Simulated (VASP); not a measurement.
Runs of VASP 6.6.1 on ZnS (Wurtzite-2H). The structure is that of space group P6_3mc (No. 186), or close to it. The cells are those of the table. 

```tsv
level	cell	k mesh	cutoff (eV)	gap on the mesh (eV)	pressure (GPa)	largest force (eV/Å)
PBE	a = 3.767, b = 3.767, c = 6.175 Å, angles 90.0, 90.0, 120.0°, 4 atoms	6 × 6 × 4	500	2.36	(c)	0.02
r2SCAN	a = 3.880, b = 3.880, c = 6.366 Å, angles 90.0, 90.0, 120.0°, 4 atoms	6 × 6 × 4	550	2.51	-4.0	0.01
r2SCAN	a = 3.805, b = 3.805, c = 6.244 Å, angles 90.0, 90.0, 120.0°, 4 atoms	12 × 12 × 4	550	2.79	0.1	0.01
r2SCAN	a = 3.767, b = 3.767, c = 6.181 Å, angles 90.0, 90.0, 120.0°, 4 atoms	6 × 6 × 4	550	2.94	2.6	0.01
PBE	a = 3.921, b = 3.921, c = 6.428 Å, angles 90.0, 90.0, 120.0°, 4 atoms	6 × 6 × 4	500	1.82	-3.4	0.01
PBE	a = 3.805, b = 3.805, c = 6.244 Å, angles 90.0, 90.0, 120.0°, 4 atoms	12 × 12 × 4	500	2.22	2.4	-
r2SCAN	a = 3.805, b = 3.805, c = 6.244 Å, angles 90.0, 90.0, 120.0°, 4 atoms	6 × 6 × 4	550	2.79	0.1	0.02
PBE	a = 3.846, b = 3.846, c = 6.304 Å, angles 90.0, 90.0, 120.0°, 4 atoms	6 × 6 × 4	500	2.08	0.1	-
PBE	a = 3.807, b = 3.807, c = 6.240 Å, angles 90.0, 90.0, 120.0°, 4 atoms	6 × 6 × 4	500	2.22	2.4	0.01
PBE	a = 3.884, b = 3.884, c = 6.366 Å, angles 90.0, 90.0, 120.0°, 4 atoms	6 × 6 × 4	500	1.95	(a)	-
r2SCAN	a = 3.728, b = 3.728, c = 6.117 Å, angles 90.0, 90.0, 120.0°, 4 atoms	6 × 6 × 4	550	3.09	(b)	0.01
r2SCAN	a = 3.843, b = 3.843, c = 6.306 Å, angles 90.0, 90.0, 120.0°, 4 atoms	6 × 6 × 4	550	2.65	-2.1	0.01
```

Alike in all rows: task single point; potentials or basis VASP PAW PBE potentials, release 64 (Zn, S); no spin polarisation; smearing gaussian 0.01 eV.

Task: Estimate the missing entries.

Result: (a) -1.8; (b) 5.7; (c) 5.1.

Caveats: the PAW data sets were made with another functional, which shifts forces and pressure a little (some runs).

A k mesh can miss the band edges.
